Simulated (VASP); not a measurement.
Set up this calculation in VASP 6.6.1, as the native input.

```
Task                   : single point
Functional             : PBEsol
Potentials or basis    : VASP PAW PBE potentials, release 64 (Ge_d)
Cutoff                 : 520 eV
k mesh                 : 9 × 9 × 1
Occupations            : gaussian, width 0.1 eV
Spin                   : no spin polarisation
Dipole correction      : yes
Further INCAR settings : ALGO = Normal; EDIFF = 1e-06; NBANDS = 81
```

The structure of Ge lies in POSCAR:

```
Ge
1.0
    3.9969678635      0.0000000000      0.0000000000
   -1.9984839317      3.4614757079      0.0000000000
    0.0000000000      0.0000000000     36.0227094328
Ge
10
Direct
    0.6666666667      0.3333333333      0.3053629273
    0.3333333333      0.6666666667      0.3284033695
    0.3333333333      0.6666666667      0.3969213531
    0.6666666667      0.3333333333      0.4199617953
    0.6666666667      0.3333333333      0.4884797789
    0.3333333333      0.6666666667      0.5115202211
    0.3333333333      0.6666666667      0.5800382047
    0.6666666667      0.3333333333      0.6030786469
    0.6666666667      0.3333333333      0.6715966305
    0.3333333333      0.6666666667      0.6946370727
```

The input as run:

INCAR

```
SYSTEM = Ge
  PREC = Accurate
  ENCUT = 520
  EDIFF = 1E-6
  ISMEAR = 0
  SIGMA = 0.1
  LREAL = .False.
  LASPH = .True.
  NELM = 100
  ALGO = Normal
  ISIF = 2
  LWAVE = .False.
  LCHARG = .False.
  LDIPOL = .True.
  IDIPOL = 3
  DIPOL = 0.5 0.5 0.500
  GGA = PS
  NBANDS = 81
```

KPOINTS

```
regular mesh
0
Gamma
  9 9 1
  0 0 0
```

Potentials or basis: VASP PAW PBE potentials, release 64 (Ge_d).

Launch:

```console
$ cat potpaw_PBE.64/Ge_d/POTCAR > POTCAR
$ mpirun -np 1 vasp_std > vasp.out
```

It gave:

```yaml
Largest_force: 0.213 eV/Å
Band_gap_on_the_k_mesh: zero (bands 70 and 71 overlap by 0.58 eV)
```

Caveat: the PAW data sets were made with another functional, which shifts forces and pressure a little.

It took 16 min on 1 thread of Intel(R) Xeon(R) Platinum 8375C CPU @ 2.90GHz (Ice Lake) (shared host), peak memory 0.71 GiB.
